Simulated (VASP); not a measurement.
A run of VASP 6.6.1 is set up as follows.

The input INCAR:

```
SYSTEM = Al
  ALGO = Normal
  EDIFF = 1E-6
  ENCUT = 520
  GGA = PE
  ISIF = 2
  ISMEAR = -1
  IVDW = 12
  LASPH = .TRUE.
  LCHARG = .FALSE.
  LREAL = .FALSE.
  LWAVE = .FALSE.
  NBANDS = 30
  NELM = 80
  PREC = Accurate
  SIGMA = 0.1
```

The input KPOINTS:

```
k-points
0
G
  2 2 1
  0 0 0
```

POSCAR

```
Al
1.0
    5.7275651202      0.0000002887      0.0000000000
    2.8637823101      4.9602170403      0.0000000000
    0.0000000000      0.0000000000     16.6765370000
Al
12
Direct
    0.1666666667      0.1666666667      0.0599645167
    0.6666666667      0.1666666667      0.0599645167
    0.1666666667      0.6666666667      0.0599645167
    0.6666666667      0.6666666667      0.0599645167
   -0.1666666667      0.3333333333      0.2001775667
    0.3333333333      0.3333333333      0.2001775667
   -0.1666666667      0.8333333333      0.2001775667
    0.3333333333      0.8333333333      0.2001775667
    0.0000000000      0.0000000000      0.3403906167
    0.5000000000      0.0000000000      0.3403906167
    0.0000000000      0.5000000000      0.3403906167
    0.5000000000      0.5000000000      0.3403906167
```

Potentials or basis: VASP PAW PBE potentials, release 64 (Al).

The run is started by

```bash
$ cat potpaw_PBE.64/Al/POTCAR > POTCAR
$ mpirun -np 1 vasp_std > vasp.out
```

Question: Predict the dispersion energy per atom.

Answer: -0.228 eV.

Question: What does it give for the band gap on the k mesh?

Answer: Zero (band 18 reaches 0.98 eV, above the bottom of band 19 at 0.72 eV).

Question: Predict the largest force.

Answer: 0.041 eV/Å.

Forces on the atoms (eV/Å):
```
Al   0.000  0.000  0.041
Al   0.000  0.000  0.041
Al   0.000  0.000  0.041
Al   0.000  0.000  0.041
Al   0.000  0.000  0.000
Al   0.000  0.000  0.000
Al   0.000  0.000  0.000
Al   0.000  0.000  0.000
Al   0.000  0.000 -0.041
Al   0.000  0.000 -0.041
Al   0.000  0.000 -0.041
Al   0.000  0.000 -0.041
```

Caveat: the k points lie up to 0.63 Å⁻¹ apart.
